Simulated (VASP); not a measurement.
# HfZrS4 (P-3m1) in VASP: notebook

HfZrS4 is run at these levels: PBE; tasks: single point.

Everything below comes from runs of VASP 6.6.1. Logs are shortened: lines on timing, memory, paths and dates and some standing lists are left out, and cuts for length are marked.

**1. The cell of the first run**

The structure is trigonal, space group P-3m1 (No. 164). The conventional cell has a = 3.569 Å, b = 3.569 Å, c = 11.875 Å, α = 90.00°, β = 90.00°, γ = 120.00°. Within 3.3 Å of Zr (site symmetry -3m) lie 6 S at 2.49 Å. Hf (site symmetry -3m) has 6 S at 2.49 Å within 3.3 Å. S (site symmetry 3m) has 3 Hf at 2.49 Å within 3.3 Å. Within 3.3 Å of S (site symmetry 3m) lie 3 Zr at 2.49 Å.

**2. Single point, PBE**

Contents of INCAR:

```
SYSTEM = HfZrS4
PREC     = Accurate       ! precision mode
ENCUT    = 520            ! plane-wave cutoff, eV
EDIFF    = 1E-7           ! SCF threshold, eV
ISMEAR   = 0              ! smearing method
SIGMA    = 0.1            ! smearing width, eV
LREAL    = .False.        ! projectors in reciprocal space
LASPH    = .True.         ! aspherical terms in the spheres
NELM     = 100            ! most SCF steps
ALGO     = Normal         ! electronic algorithm
ISIF     = 2              ! what is computed and relaxed
LWAVE    = .False.        ! write WAVECAR
LCHARG   = .False.        ! write CHGCAR
GGA      = PE             ! functional
NBANDS   = 32             ! bands
```

Contents of KPOINTS:

```
regular mesh
0
Gamma
  6 6 2
  0 0 0
```

Contents of POSCAR:

```
HfZrS4
1.0
    3.5688148600      0.0000000000      0.0000000000
   -1.7844074300      3.0906843300      0.0000000000
    0.0000000000      0.0000000000     11.8753710700
Zr Hf S
1 1 4
Direct
    0.0000000000      0.0000000000      0.0000000000
    0.0000000000      0.0000000000      0.5000000000
    0.6666666700      0.3333333300      0.3819760400
    0.6666666700      0.3333333300      0.8819760400
    0.3333333300      0.6666666700      0.1180239600
    0.3333333300      0.6666666700      0.6180239600
```

Potentials or basis: VASP PAW PBE potentials, release 64 (Zr_sv, Hf_pv, S).

Started as:

```bash
cat potpaw_PBE.64/Zr_sv/POTCAR potpaw_PBE.64/Hf_pv/POTCAR potpaw_PBE.64/S/POTCAR > POTCAR
mpirun -np 1 vasp_std > vasp.out
```

OUTCAR:

```text
SYSTEM = HfZrS4
   PREC = Accurate
   ENCUT = 520
   EDIFF = 1E-7
   ISMEAR = 0
   LREAL = .False.
   LASPH = .True.
   NELM = 100
   ISIF = 2
   GGA = PE

 ion  position               nearest neighbor table
   1  0.000  0.000  0.000-   4 2.49   5 2.49   5 2.49   4 2.49   4 2.49   5 2.49
   2  0.000  0.000  0.500-   3 2.49   6 2.49   6 2.49   3 2.49   3 2.49   6 2.49
   3  0.667  0.333  0.382-   2 2.49   2 2.49   2 2.49
   4  0.667  0.333  0.882-   1 2.49   1 2.49   1 2.49
   5  0.333  0.667  0.118-   1 2.49   1 2.49   1 2.49
   6  0.333  0.667  0.618-   2 2.49   2 2.49   2 2.49

  LATTYP: Found a hexagonal cell.
 ALAT       =     3.5688148600
 C/A-ratio  =     3.3275391232

  Lattice vectors:

 A1 = (   3.5688148600,   0.0000000000,   0.0000000000)
 A2 = (  -1.7844074300,   3.0906843300,   0.0000000000)
 A3 = (   0.0000000000,   0.0000000000,  11.8753710700)

Analysis of symmetry for initial positions (statically):
=====================================================================
 Subroutine PRICEL returns:
 Original cell was already a primitive cell.

 Routine SETGRP: Setting up the symmetry group for a
 hexagonal supercell.

 Subroutine GETGRP returns: Found 12 space group operations
 (whereof 12 operations were pure point group operations)
 out of a pool of 24 trial point group operations.

The static configuration has the point symmetry D_3d.

Analysis of symmetry for dynamics (positions and initial velocities):
=====================================================================
 Subroutine PRICEL returns:
 Original cell was already a primitive cell.

 Routine SETGRP: Setting up the symmetry group for a
 hexagonal supercell.

 Subroutine GETGRP returns: Found 12 space group operations
 (whereof 12 operations were pure point group operations)
 out of a pool of 24 trial point group operations.

The dynamic configuration has the point symmetry D_3d.

 Subroutine INISYM returns: Found 12 space group operations
 (whereof 12 operations are pure point group operations),
 and found     1 'primitive' translations

----------------------------------------------------------------------------------------

                                     Primitive cell

  volume of cell :     130.9863

  direct lattice vectors                    reciprocal lattice vectors
     3.568814860  0.000000000  0.000000000     0.280205065  0.161776470  0.000000000
    -1.784407430  3.090684330  0.000000000     0.000000000  0.323552939  0.000000000
     0.000000000  0.000000000 11.875371070     0.000000000  0.000000000  0.084207895

  length of vectors
     3.568814860  3.568814860 11.875371070     0.323552939  0.323552939  0.084207895

  position of ions in fractional coordinates (direct lattice)
     0.000000000  0.000000000  0.000000000
     0.000000000  0.000000000  0.500000000
     0.666666670  0.333333330  0.381976040
     0.666666670  0.333333330  0.881976040
     0.333333330  0.666666670  0.118023960
     0.333333330  0.666666670  0.618023960

  ion indices of the primitive-cell ions
   primitive index   ion index
                 1           1
                 2           2
                 3           3
                 4           4
                 5           5
                 6           6

----------------------------------------------------------------------------------------

 KPOINTS: regular mesh

Automatic generation of k-mesh.
 Grid dimensions read from file:
 generate k-points for:    6    6    2

 Generating k-lattice:

  Cartesian coordinates                     Fractional coordinates (reciprocal lattice)
     0.046700844  0.026962745  0.000000000     0.166666667  0.000000000  0.000000000
     0.000000000  0.053925490  0.000000000     0.000000000  0.166666667  0.000000000
     0.000000000  0.000000000  0.042103947     0.000000000  0.000000000  0.500000000

  Length of vectors
     0.053925490  0.053925490  0.042103947

  Shift w.r.t. Gamma in fractional coordinates (k-lattice)
     0.000000000  0.000000000  0.000000000

 Subroutine IBZKPT returns following result:
 ===========================================

 Found     14 irreducible k-points:

 Following reciprocal coordinates:
            Coordinates               Weight
  0.000000  0.000000  0.000000      1.000000
  0.166667  0.000000  0.000000      6.000000
  0.333333  0.000000  0.000000      6.000000
  0.500000 -0.000000  0.000000      3.000000
  0.166667  0.166667  0.000000      6.000000
  0.333333  0.166667  0.000000     12.000000
  0.333333  0.333333  0.000000      2.000000
  0.000000  0.000000  0.500000      1.000000
  0.166667  0.000000  0.500000      6.000000
  0.333333  0.000000  0.500000      6.000000
  0.500000 -0.000000  0.500000      3.000000
  0.166667  0.166667  0.500000      6.000000
  0.333333  0.166667  0.500000     12.000000
  0.333333  0.333333  0.500000      2.000000
   k-points           NKPTS =     14   k-points in BZ     NKDIM =     14   number of bands    NBANDS=     32
   number of dos      NEDOS =    301   number of ions     NIONS =      6
   total plane-waves  NPLWV =  70560
   dimension x,y,z NGX =    28 NGY =   28 NGZ =   90
   dimension x,y,z NGXF=    56 NGYF=   56 NGZF=  180
   ions per type =               1   1   4
   NGX,Y,Z   is equivalent  to a cutoff of  13.04, 13.04, 12.60 a.u.
   NGXF,Y,Z  is equivalent  to a cutoff of  26.09, 26.09, 25.20 a.u.
 SYSTEM =  HfZrS4
   PREC   = accura    normal or accurate (medium, high low for compatibility)
   ISTART =      0    job   : 0-new  1-cont  2-samecut
   ICHARG =      2    charge: 1-file 2-atom 10-const
   ISPIN  =      1    spin polarized calculation?
   LNONCOLLINEAR =      F non collinear calculations
   LSORBIT =      F    spin-orbit coupling
   LASPH  =      T    aspherical Exc in radial PAW
   ENCUT  =  520.0 eV  38.22 Ry    6.18 a.u.   6.64  6.64 22.08*2*pi/ulx,y,z
   NELM   =    100;   NELMIN=  2; NELMDL= -5     # of ELM steps
   EDIFF  = 0.1E-06   stopping-criterion for ELM
   LREAL  =      F    real-space projection
   EDIFFG = 0.1E-05   stopping-criterion for IOM
   NSW    =      0    number of steps for IOM
   IBRION =     -1    ionic relax: 0-MD 1-quasi-New 2-CG
   NFREE  =      0    steps in history (QN), initial steepest desc. (CG)
   ISIF   =      2    stress and relaxation
   ISYM   =      2    0-nonsym 1-usesym 2-fastsym
   POTIM  = 0.5000    time-step for ionic-motion
   TEBEG  =    0.0;   TEEND  =   0.0 temperature during run
   PSTRESS=    0.0 pullay stress
   NELECT =      46.0000    total number of electrons
   NUPDOWN=      -1.0000    fix difference up-down
   EMIN   =  10.00;   EMAX   =-10.00  energy-range for DOS
   EFERMI =   0.00;   METHOD = LEGACY
   ISMEAR =     0;   SIGMA  =   0.10  broadening in eV -4-tet -1-fermi 0-gaus
   EFERMI_NEDOS =   21; number of points for ismear=-14 and -15
   IALGO  =     38    algorithm
   IMIX   =      4    mixing-type and parameters
     AMIX     =   0.40;   BMIX     =  1.00
     AMIX_MAG =   1.60;   BMIX_MAG =  1.00
  volume/ion in A,a.u.               =      21.83       147.32
  Fermi-wavevector in a.u.,A,eV,Ry     =   1.155009  2.182651 18.150805  1.334047
  Thomas-Fermi vector in A             =   2.291641
   LORBIT       =      0    0 simple, 1 ext, 2 COOP (PROOUT), +10 PAW based schemes
   GGA     = PE    functional components
   LHFCALC =     F    Hartree Fock is set to
   AEXX    =    0.0000 exact exchange contribution
   IVDW    =     0    specifies the selected vdW correction
   LEPSILON=     F    determine dielectric tensor
   LRPA    =     F    only Hartree local field effects (RPA)
 non-spin polarized calculation
 Gauss-broadening in eV      SIGMA  =   0.10
  energy-cutoff  :      520.00
  volume of cell :      130.99
 maximum number of plane-waves:      3561
 NGX is ok and might be reduce to    28
   NGX = 13   NGY = 13   NGZ = 45

 number of electron      45.9999999 magnetization

 Free energy of the ion-electron system (eV)
  ---------------------------------------------------
  ext. energy  EPLUGINS =         0.00000000
  ---------------------------------------------------
  free energy    TOTEN  =       -44.00389350 eV

  energy without entropy =      -44.00389350  energy(sigma->0) =      -44.00389350

 E-fermi :   4.6667     XC(G=0):  -9.6843

 val. band max:        4.1545875194   @ k =   0.0000   0.0000   0.0000
 cond. band min:       5.1782136316   @ k =   0.5000  -0.0000   0.0000
 fundamental gap:      1.0236261121
 Fermi energy:         4.6666718827

 k-point     1 :       0.0000    0.0000    0.0000
  band No.  band energies     occupation
      1     -44.4620      2.00000
      2     -26.3694      2.00000
      3     -26.2291      2.00000
      4     -26.2291      2.00000
      5     -22.6135      2.00000
      6     -22.4013      2.00000
[... 24 lines left out ...]
     31       9.7171      0.00000
     32      10.1858      0.00000

 k-point     2 :       0.1667    0.0000    0.0000
  band No.  band energies     occupation
      1     -44.4548      2.00000
      2     -26.3572      2.00000
      3     -26.2914      2.00000
      4     -26.2429      2.00000
      5     -22.5923      2.00000
      6     -22.4973      2.00000
[... 24 lines left out ...]
     31       9.3913      0.00000
     32       9.6120      0.00000

 k-point     3 :       0.3333    0.0000    0.0000
  band No.  band energies     occupation
      1     -44.4401      2.00000
      2     -26.4139      2.00000
      3     -26.3319      2.00000
      4     -26.2704      2.00000
      5     -22.6846      2.00000
      6     -22.5476      2.00000
[... 24 lines left out ...]
     31       9.8528      0.00000
     32      10.3911      0.00000

 k-point     4 :       0.5000   -0.0000    0.0000
  band No.  band energies     occupation
      1     -44.4328      2.00000
      2     -26.4734      2.00000
      3     -26.3195      2.00000
      4     -26.2840      2.00000
      5     -22.7746      2.00000
      6     -22.5257      2.00000
[... 304 lines left out ...]
     31       9.3990      0.00000
     32       9.7559      0.00000

 k-point    13 :       0.3333    0.1667    0.5000
  band No.  band energies     occupation
      1     -44.4328      2.00000
      2     -26.4417      2.00000
      3     -26.3214      2.00000
      4     -26.3149      2.00000
      5     -22.7259      2.00000
      6     -22.5354      2.00000
[... 24 lines left out ...]
     31       9.8599      0.00000
     32      10.6759      0.00000

 k-point    14 :       0.3333    0.3333    0.5000
  band No.  band energies     occupation
      1     -44.4292      2.00000
      2     -26.3979      2.00000
      3     -26.3979      2.00000
      4     -26.3138      2.00000
      5     -22.6575      2.00000
      6     -22.6575      2.00000
[... 24 lines left out ...]
     31       9.9042      0.00000
     32      10.3788      0.00000

------------------------ aborting loop because EDIFF is reached ----------------------------------------

  FORCE on cell =-STRESS in cart. coord.  units (eV):
  Direction    XX          YY          ZZ          XY          YZ          ZX
  --------------------------------------------------------------------------------------
  -------------------------------------------------------------------------------------
  Total        7.7722604      7.7722604      6.9995163     -0.0000000      0.0000000      0.0000000
  in kB       95.0674988     95.0674988     85.6155704     -0.0000000      0.0000000      0.0000000
  external PRESSURE =      91.9168560 kB  Pullay stress =       0.0000000 kB

 VOLUME and BASIS-vectors are now :
 -----------------------------------------------------------------------------
  energy-cutoff  :      520.00
  volume of cell :      130.99
      direct lattice vectors                 reciprocal lattice vectors
     3.568814860  0.000000000  0.000000000     0.280205065  0.161776470  0.000000000
    -1.784407430  3.090684330  0.000000000     0.000000000  0.323552939  0.000000000
     0.000000000  0.000000000 11.875371070     0.000000000  0.000000000  0.084207895

 POSITION                                       TOTAL-FORCE (eV/Angst)
 -----------------------------------------------------------------------------------
      0.00000      0.00000      0.00000        -0.000000      0.000000     -0.000000
      0.00000      0.00000      5.93769        -0.000000      0.000000     -0.000000
      1.78441      1.03023      4.53611         0.000000      0.000000     -0.932837
      1.78441      1.03023     10.47379         0.000000     -0.000000     -1.214285
     -0.00000      2.06046      1.40158        -0.000000      0.000000      1.214285
     -0.00000      2.06046      7.33926        -0.000000      0.000000      0.932837
 -----------------------------------------------------------------------------------
    total drift:                               -0.000000      0.000000      0.000000

  FREE ENERGIE OF THE ION-ELECTRON SYSTEM (eV)
  ---------------------------------------------------
  free  energy   TOTEN  =       -44.0038934976 eV

  energy  without entropy=      -44.0038934976  energy(sigma->0) =      -44.00389350
```

Run time: 41 s. Hardware: 1 thread of Intel Xeon 6975P-C (Granite Rapids), shared host; peak memory 0.27 GiB.

What came out:

```
Free energy            : -44.0039 eV
Pressure               : 9.2 GPa
Largest force          : 1.214 eV/Å
Band gap on the k mesh : 1.02 eV (least direct gap 1.65 eV)
```

Forces in eV/Å, atoms in the order of the input:
```
Zr   0.000  0.000  0.000
Hf   0.000  0.000  0.000
S    0.000  0.000 -0.933
S    0.000  0.000 -1.214
S    0.000  0.000  1.214
S    0.000  0.000  0.933
```

Stress tensor (GPa, compression positive):
```
9.51 0.00 0.00
0.00 9.51 0.00
0.00 0.00 8.56
```

Caveat: the cell stands under pressure; spin-orbit coupling is left out, which moves the levels of the heavy elements; this functional lacks dispersion, which binds the layers, so the pressure and a relaxed spacing across them are unreliable; forces of over 1 eV/Å act on the atoms, so gaps and moduli don't describe the material at rest. A k mesh can miss the band edges.

[end of part 1 of 2]
